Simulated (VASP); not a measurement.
A run of VASP 6.6.1:

INCAR

```
SYSTEM = La16HO24
  PREC = Accurate
  ENCUT = 520
  EDIFF = 1E-6
  ISMEAR = -1
  SIGMA = 0.01
  LREAL = Auto
  LASPH = .TRUE.
  NELM = 100
  ALGO = Normal
  ISIF = 2
  LWAVE = .FALSE.
  LCHARG = .TRUE.
  GGA = PE
  LELF = .TRUE.
  LVHAR = .TRUE.
  NBANDS = 186
  NELECT = 322.0
```

The input KPOINTS:

```
Automatic mesh
0
G
  1 1 1
  0 0 0
```

POSCAR

```
La16HO24
1.0
    7.8811453700     -0.0000000600      0.0000000000
   -3.9405726400      6.8252721300      0.0000000000
    0.0000000000      0.0000000000     12.3757188400
La O H
16 24 1
Direct
    0.3151868217      0.1572142471      0.3726940681
    0.1574888403      0.3148985079      0.1273862165
    0.3452238174      0.1721884488      0.8693698636
    0.1724978121      0.3448971653      0.6307825106
    0.3331292473      0.6661463358      0.3951107053
    0.1575283272      0.8417945688      0.1274040741
    0.3331151760      0.6661417938      0.8941877351
    0.1725003365      0.8267446195      0.6307805713
    0.8420941621      0.1571552064      0.3726914824
    0.6664672141      0.3328249770      0.1050597559
    0.8270534217      0.1722095511      0.8693639650
    0.6664430564      0.3327835135      0.6059323985
    0.8421232326      0.6840984450      0.3727052190
    0.6843863475      0.8417465167      0.1273986603
    0.8270568177      0.6540255047      0.8693585511
    0.6543545838      0.8267604473      0.6307744302
    0.3552534624      0.1772450971      0.1854634086
    0.1775376143      0.3549985941      0.3146185729
   -0.0001859154     -0.0005393192      0.0177375555
    0.3327672895      0.1659571953      0.6709369458
    0.1662779466      0.3324673312      0.8292119539
   -0.0002056715     -0.0004895043      0.4824192499
    0.3331368005      0.6661558592      0.1085321198
    0.1775784132      0.8217659170      0.3146454804
   -0.0423951312      0.4783885441     -0.0133340133
    0.3331231042      0.6661360798      0.6983894925
    0.1662783963      0.8329792427      0.8291879553
    0.0419590897      0.5205316264      0.5134723148
    0.8220329596      0.1771722836      0.1854617925
    0.6664764907      0.3328100326      0.3915067935
    0.5208674826      0.0416666216     -0.0133368415
    0.8332844460      0.1659542694      0.6709514904
    0.6664521053      0.3328125233      0.8017350853
    0.4787495603     -0.0426549983      0.5134780518
    0.8221018717      0.6440278081      0.1854788421
    0.6442940504      0.8216859243      0.3146451572
    0.5208969092      0.4784064238     -0.0133281955
    0.8332891997      0.6664783416      0.6709186034
    0.6668026573      0.8329867193      0.8291934499
    0.4786852508      0.5205190300      0.5134674666
   -0.0002106726     -0.0004997603      0.2501327026
```

Potentials or basis: VASP PAW PBE potentials, release 64 (La, O, H).

Run with:

```sh
$ cat potpaw_PBE.64/La/POTCAR potpaw_PBE.64/O/POTCAR potpaw_PBE.64/H/POTCAR > POTCAR
$ mpirun -np 1 vasp_gam > vasp.out
```

Hardware: 1 thread of Intel Xeon 8259CL (shared host).

**Question.** How long does it take, and how much memory?

**Answer.** Wall time 10 min on 1 thread of Intel Xeon 8259CL, on a shared host, peak memory 0.73 GiB. Counts: scf iterations 21, k points 1.
